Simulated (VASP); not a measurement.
# Cd in VASP: a series of runs

The runs below take Cd through single point, with PBEsol.

All numbers are computed with VASP 6.6.1; they aren't measurements. Logs are shortened: lines on timing, memory, paths and dates and some standing lists are left out, and cuts for length are marked.

### 1 The cell of the first run

Symmetry: Fm-3m, No. 225, cubic system. Conventional cell: a = 4.436 Å, b = 4.436 Å, c = 4.436 Å, α = 90.00°, β = 90.00°, γ = 90.00°. Cd (site symmetry m-3m) has 12 Cd at 3.14 Å within 4.1 Å.

This isn't the form of Cd at room conditions, which is hcp.

### 2 Single point, PBEsol

INCAR reads:

```
SYSTEM = Cd
  ALGO = Normal
  EDIFF = 1E-6
  ENCUT = 520
  GGA = PS
  ISIF = 2
  ISMEAR = 0
  LASPH = .TRUE.
  LCHARG = .FALSE.
  LREAL = .FALSE.
  LWAVE = .FALSE.
  NBANDS = 12
  NELM = 60
  PREC = Accurate
  SIGMA = 0.3
```

KPOINTS reads:

```
k-points
0
G
  13 13 13
  0 0 0
```

POSCAR reads:

```
Cd
1.0
    0.0000000000      2.2181497500      2.2181497500
    2.2181497500      0.0000000000      2.2181497500
    2.2181497500      2.2181497500      0.0000000000
Cd
1
Direct
    0.0000000000      0.0000000000      0.0000000000
```

Potentials or basis: VASP PAW PBE potentials, release 64 (Cd).

The run is started by

```bash
$ cat potpaw_PBE.64/Cd/POTCAR > POTCAR
$ mpirun -np 1 vasp_std > vasp.out
```

OUTCAR:

```text
SYSTEM = Cd
   EDIFF = 1E-6
   ENCUT = 520
   GGA = PS
   ISIF = 2
   ISMEAR = 0
   LASPH = .TRUE.
   LREAL = .FALSE.
   NELM = 60
   PREC = Accurate

 ion  position               nearest neighbor table
   1  0.000  0.000  0.000-

  LATTYP: Found a face centered cubic cell.
 ALAT       =     4.4362995000

  Lattice vectors:

 A1 = (   0.0000000000,   2.2181497500,   2.2181497500)
 A2 = (   2.2181497500,   0.0000000000,   2.2181497500)
 A3 = (   2.2181497500,   2.2181497500,   0.0000000000)

Analysis of symmetry for initial positions (statically):
=====================================================================
 Subroutine PRICEL returns:
 Original cell was already a primitive cell.

 Routine SETGRP: Setting up the symmetry group for a
 face centered cubic supercell.

 Subroutine GETGRP returns: Found 48 space group operations
 (whereof 48 operations were pure point group operations)
 out of a pool of 48 trial point group operations.

The static configuration has the point symmetry O_h .

Analysis of symmetry for dynamics (positions and initial velocities):
=====================================================================
 Subroutine PRICEL returns:
 Original cell was already a primitive cell.

 Routine SETGRP: Setting up the symmetry group for a
 face centered cubic supercell.

 Subroutine GETGRP returns: Found 48 space group operations
 (whereof 48 operations were pure point group operations)
 out of a pool of 48 trial point group operations.

The dynamic configuration has the point symmetry O_h .

 Subroutine INISYM returns: Found 48 space group operations
 (whereof 48 operations are pure point group operations),
 and found     1 'primitive' translations

----------------------------------------------------------------------------------------

                                     Primitive cell

  volume of cell :      21.8274

  direct lattice vectors                    reciprocal lattice vectors
     0.000000000  2.218149750  2.218149750    -0.225413095  0.225413095  0.225413095
     2.218149750  0.000000000  2.218149750     0.225413095 -0.225413095  0.225413095
     2.218149750  2.218149750  0.000000000     0.225413095  0.225413095 -0.225413095

  length of vectors
     3.136937460  3.136937460  3.136937460     0.390426933  0.390426933  0.390426933

[... 83 lines left out ...]
   NFREE  =      0    steps in history (QN), initial steepest desc. (CG)
   ISIF   =      2    stress and relaxation
   ISYM   =      2    0-nonsym 1-usesym 2-fastsym
   POTIM  = 0.5000    time-step for ionic-motion
   TEBEG  =    0.0;   TEEND  =   0.0 temperature during run
   PSTRESS=    0.0 pullay stress
   NELECT =      12.0000    total number of electrons
   NUPDOWN=      -1.0000    fix difference up-down
   EMIN   =  10.00;   EMAX   =-10.00  energy-range for DOS
   EFERMI =   0.00;   METHOD = LEGACY
   ISMEAR =     0;   SIGMA  =   0.30  broadening in eV -4-tet -1-fermi 0-gaus
   EFERMI_NEDOS =   21; number of points for ismear=-14 and -15
   IALGO  =     38    algorithm
   IMIX   =      4    mixing-type and parameters
     AMIX     =   0.40;   BMIX     =  1.00
     AMIX_MAG =   1.60;   BMIX_MAG =  1.00
  volume/ion in A,a.u.               =      21.83       147.30
  Fermi-wavevector in a.u.,A,eV,Ry     =   1.341120  2.534350 24.471486  1.798604
  Thomas-Fermi vector in A             =   2.469379
   LORBIT       =      0    0 simple, 1 ext, 2 COOP (PROOUT), +10 PAW based schemes
   GGA     = PS    functional components
   LHFCALC =     F    Hartree Fock is set to
   AEXX    =    0.0000 exact exchange contribution
   IVDW    =     0    specifies the selected vdW correction
   LEPSILON=     F    determine dielectric tensor
   LRPA    =     F    only Hartree local field effects (RPA)
 non-spin polarized calculation
 Gauss-broadening in eV      SIGMA  =   0.30
  energy-cutoff  :      520.00
  volume of cell :       21.83
 maximum number of plane-waves:       609
   NGX = 11   NGY = 11   NGZ = 11

 number of electron      12.0000003 magnetization

 Free energy of the ion-electron system (eV)
  ---------------------------------------------------
  ext. energy  EPLUGINS =         0.00000000
  ---------------------------------------------------
  free energy    TOTEN  =        -1.18973768 eV

  energy without entropy =       -1.17344600  energy(sigma->0) =       -1.18159184

 E-fermi :   2.6319     XC(G=0): -11.1638

 val. band max:        2.5977247963   @ k =  -0.3846   0.4615   0.0769
 cond. band min:       2.6369219861   @ k =  -0.3077   0.3846   0.0769
 fundamental gap:      0.0391971898
 Fermi energy:         2.6319480629

 k-point     1 :       0.0000    0.0000    0.0000
  band No.  band energies     occupation
      1      -6.4150      2.00000
      2      -6.4150      2.00000
      3      -6.4150      2.00000
      4      -6.1687      2.00000
      5      -5.9560      2.00000
      6      -5.9560      2.00000
      7      16.5422      0.00000
      8      17.5724      0.00000
      9      17.5724      0.00000
     10      17.5724      0.00000
     11      20.9585      0.00000
     12      20.9585      0.00000
[... 331 lines left out ...]
 k-point    24 :       0.4615    0.1538    0.0000
  band No.  band energies     occupation
      1      -6.7773      2.00000
      2      -6.4391      2.00000
      3      -6.2237      2.00000
      4      -5.9407      2.00000
      5      -5.5708      2.00000
      6      -0.8471      2.00000
      7       3.9424      0.00000
      8      12.0948      0.00000
      9      12.9139      0.00000
     10      14.7823      0.00000
     11      21.9604      0.00000
     12      22.0020      0.00000

 [... further k-points ...]

------------------------ aborting loop because EDIFF is reached ----------------------------------------

  FORCE on cell =-STRESS in cart. coord.  units (eV):
  Direction    XX          YY          ZZ          XY          YZ          ZX
  --------------------------------------------------------------------------------------
  -------------------------------------------------------------------------------------
  Total       -0.2469114     -0.2469114     -0.2469114      0.0000000     -0.0000000      0.0000000
  in kB      -18.1237962    -18.1237962    -18.1237962      0.0000000     -0.0000000      0.0000000
  external PRESSURE =     -18.1237962 kB  Pullay stress =       0.0000000 kB

 VOLUME and BASIS-vectors are now :
 -----------------------------------------------------------------------------
  energy-cutoff  :      520.00
  volume of cell :       21.83
      direct lattice vectors                 reciprocal lattice vectors
     0.000000000  2.218149750  2.218149750    -0.225413095  0.225413095  0.225413095
     2.218149750  0.000000000  2.218149750     0.225413095 -0.225413095  0.225413095
     2.218149750  2.218149750  0.000000000     0.225413095  0.225413095 -0.225413095

 POSITION                                       TOTAL-FORCE (eV/Angst)
 -----------------------------------------------------------------------------------
      0.00000      0.00000      0.00000        -0.000000     -0.000000      0.000000
 -----------------------------------------------------------------------------------
    total drift:                               -0.000000      0.000000     -0.000000

  FREE ENERGIE OF THE ION-ELECTRON SYSTEM (eV)
  ---------------------------------------------------
  free  energy   TOTEN  =        -1.1897376767 eV

  energy  without entropy=       -1.1734460027  energy(sigma->0) =       -1.18159184
```

OSZICAR:

```text
N       E                     dE             d eps       ncg     rms          rms(c)
DAV:   1     0.716374861089E+02    0.71637E+02   -0.68943E+03  2080   0.994E+02
DAV:   2     0.738759263108E-01   -0.71564E+02   -0.67862E+02  2208   0.239E+02
DAV:   3    -0.126755176807E+01   -0.13414E+01   -0.13408E+01  2404   0.363E+01
DAV:   4    -0.126927220632E+01   -0.17204E-02   -0.17204E-02  2268   0.129E+00
DAV:   5    -0.126927601887E+01   -0.38126E-05   -0.38126E-05  2404   0.616E-02    0.297E+00
DAV:   6    -0.119546783691E+01    0.73808E-01   -0.19522E-01  2372   0.566E+00    0.243E+00
DAV:   7    -0.119044903027E+01    0.50188E-02   -0.13087E-02  2372   0.118E+00    0.132E+00
DAV:   8    -0.118972037301E+01    0.72866E-03   -0.14523E-03  2168   0.524E-01    0.611E-02
DAV:   9    -0.118973223898E+01   -0.11866E-04   -0.48154E-06  2400   0.172E-02    0.157E-02
DAV:  10    -0.118973770204E+01   -0.54631E-05   -0.36046E-06  2200   0.230E-02    0.199E-03
DAV:  11    -0.118973767666E+01    0.25376E-07   -0.30857E-08  1180   0.211E-03
   1 F= -.11897377E+01 E0= -.11815918E+01  d E =-.162917E-01
```

It took 20 s on 1 thread of Intel Xeon 8259CL, shared host; peak memory 0.15 GiB.

Results:

```yaml
Free_energy: -1.1897 eV
Pressure: -1.8 GPa
Band_gap_on_the_k_mesh: zero (bands 6 and 7 overlap by 2.19 eV)
```

Caveat: so wide a smearing shifts energies and pressures; the PAW data sets were made with another functional, which shifts forces and pressure a little.

### 3 Single point, PBEsol

This run uses another cell than the first one, of 21.17 Å³/atom.

INCAR reads:

```
PREC = Accurate ; ENCUT = 520
EDIFF = 1E-7 ; ISMEAR = 0
SIGMA = 0.3 ; LREAL = False
LASPH = True ; NELM = 60
ALGO = Normal ; ISIF = 2
LWAVE = False ; LCHARG = False
GGA = PS ; NBANDS = 12
```

KPOINTS reads:

```
Automatic mesh
0
Gamma
  13 13 13
```

POSCAR reads:

```
Cd
1.0
    0.0000000000      2.2181497500      2.1516052575
    2.2181497500      0.0000000000      2.1516052575
    2.2181497500      2.2181497500      0.0000000000
Cd
1
Direct
    0.0000000000      0.0000000000      0.0000000000
```

Potentials or basis: VASP PAW PBE potentials, release 64 (Cd).

The run is started by

```bash
$ cat potpaw_PBE.64/Cd/POTCAR > POTCAR
$ mpirun -np 1 vasp_std > vasp.out
```

Wall time 46 s (1 thread of Intel Xeon 8259CL, shared host); peak memory 0.17 GiB.

Results (log left out):

```yaml
Free_energy: -1.1929 eV
Pressure: -0.2 GPa
Band_gap_on_the_k_mesh: zero (bands 6 and 7 overlap by 2.40 eV)
```

Stress tensor (GPa, compression positive):
```
-0.47  0.00  0.00
 0.00 -0.47  0.00
 0.00  0.00  0.29
```

Levels at points of the mesh, in eV from the Fermi level:
| k point | band 3 | band 4 | band 5 | band 6 | band 7 | band 8 | band 9 | band 10 |
| --- | --- | --- | --- | --- | --- | --- | --- | --- |
| (0.00, 0.00, 0.00) | -9.08 | -9.05 | -8.71 | -8.61 | 14.02 | 15.23 | 15.24 | 15.24 |

Caveat: so wide a smearing shifts energies and pressures; the PAW data sets were made with another functional, which shifts forces and pressure a little.

### 4 Single point, PBEsol

This run uses another cell than the first one, of 21.50 Å³/atom.

INCAR reads:

```
SYSTEM = Cd
PREC     = Accurate       ! precision mode
ENCUT    = 520            ! plane-wave cutoff, eV
EDIFF    = 1E-6           ! SCF threshold, eV
ISMEAR   = 0              ! smearing method
SIGMA    = 0.3            ! smearing width, eV
LREAL    = .False.        ! projectors in reciprocal space
LASPH    = .True.         ! aspherical terms in the spheres
NELM     = 80             ! most SCF steps
ALGO     = Normal         ! electronic algorithm
ISIF     = 2              ! what is computed and relaxed
LWAVE    = .False.        ! write WAVECAR
LCHARG   = .False.        ! write CHGCAR
GGA      = PS             ! functional
NBANDS   = 12             ! bands
```

KPOINTS reads:

```
Automatic mesh
0
Gamma
  13 13 13
  0 0 0
```

POSCAR reads:

```
Cd
1.0
    0.0000000000      2.2181497500      2.1848775037
    2.2181497500      0.0000000000      2.1848775037
    2.2181497500      2.2181497500      0.0000000000
Cd
1
Direct
    0.0000000000      0.0000000000      0.0000000000
```

The run is started by

```bash
$ cat potpaw_PBE.64/Cd/POTCAR > POTCAR
$ mpirun -np 1 vasp_std > vasp.out
```

It took 39 s on 1 thread of Intel Xeon 8259CL, shared host; peak memory 0.17 GiB.

The run converged. Its results:

```yaml
Free_energy: -1.1924 eV
Pressure: -1.1 GPa
Band_gap_on_the_k_mesh: zero (bands 6 and 7 overlap by 2.29 eV)
```

Stress tensor (GPa, compression positive):
```
-1.20  0.00  0.00
 0.00 -1.20  0.00
 0.00  0.00 -0.80
```

Levels at points of the mesh, in eV from the Fermi level:
| k point | band 4 | band 5 | band 6 | band 7 | band 8 | band 9 |
| --- | --- | --- | --- | --- | --- | --- |
| (0.00, 0.00, 0.00) | -8.92 | -8.64 | -8.60 | 13.96 | 15.08 | 15.09 |

Caveat: so wide a smearing shifts energies and pressures; the PAW data sets were made with another functional, which shifts forces and pressure a little.

[end of part 1 of 2]
